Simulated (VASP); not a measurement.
Write the native input for VASP 6.6.1 that does the following.

```yaml
Task: relaxation of cell and atoms
Functional: PBE
Potentials_or_basis: VASP PAW PBE potentials, release 64 (Ga_d, Sb)
Cutoff: 600 eV
k_mesh: 12 × 12 × 12
Occupations: fermi-dirac, width 0.15 eV
Spin: no spin polarisation
Target_pressure: 12 GPa
Dipole_correction: no
Further_INCAR_settings: ALGO = Normal; EDIFF = 1e-06; IBRION = 2; EDIFFG = -0.001; NSW = 80; ISIF = 3
```

The structure of GaSb lies in POSCAR:

```
GaSb
1.0
    0.0000000000      3.1078060456      3.1078060456
    3.1078060456      0.0000000000      3.1078060456
    3.1078060456      3.1078060456      0.0000000000
Ga Sb
1 1
Direct
    0.0000000000      0.0000000000      0.0000000000
    0.7500000000      0.7500000000      0.7500000000
```

One way to write it, as run:

INCAR

```
SYSTEM = GaSb
PREC = Accurate ; ENCUT = 600
EDIFF = 1E-6 ; ISMEAR = -1
SIGMA = 0.15 ; LREAL = .FALSE.
LASPH = .TRUE. ; NELM = 100
ALGO = Normal ; ISIF = 3
LWAVE = .FALSE. ; LCHARG = .FALSE.
GGA = PE ; IBRION = 2
NSW = 80 ; EDIFFG = -0.001
PSTRESS = 120.0
```

KPOINTS

```
Automatic mesh
0
G
  12 12 12
  0 0 0
```

Potentials or basis: VASP PAW PBE potentials, release 64 (Ga_d, Sb).

The run is started by

```bash
$ cat potpaw_PBE.64/Ga_d/POTCAR potpaw_PBE.64/Sb/POTCAR > POTCAR
$ mpirun -np 1 vasp_std > vasp.out
```

Results of the run:

- Relaxed volume: 25.18 Å³/atom
- Relaxed cell: a = 4.145 Å, b = 4.145 Å, c = 4.145 Å, α = 60.00°, β = 60.00°, γ = 60.00°
- Space group after relaxing (to 0.05 Å): F-43m (No. 216)
- Energy change on relaxing (the enthalpy is what falls): +153.6 meV/atom
- Ionic steps: 12
- Pressure after relaxing: 12.0 GPa
- Band gap on the k mesh: 0.66 eV, indirect (least direct gap 1.00 eV)

Caveat: the cell is relaxed towards a set pressure, so the enthalpy falls and the energy may rise; the volume moved by over 15 % at a fixed basis, so the end points are rough; spin-orbit coupling is left out, which moves the levels of the heavy elements.

It took 4.8 min on 1 thread of Intel(R) Xeon(R) Platinum 8259CL CPU @ 2.50GHz (Skylake/Cascade Lake), on a shared host, peak memory 0.26 GiB.
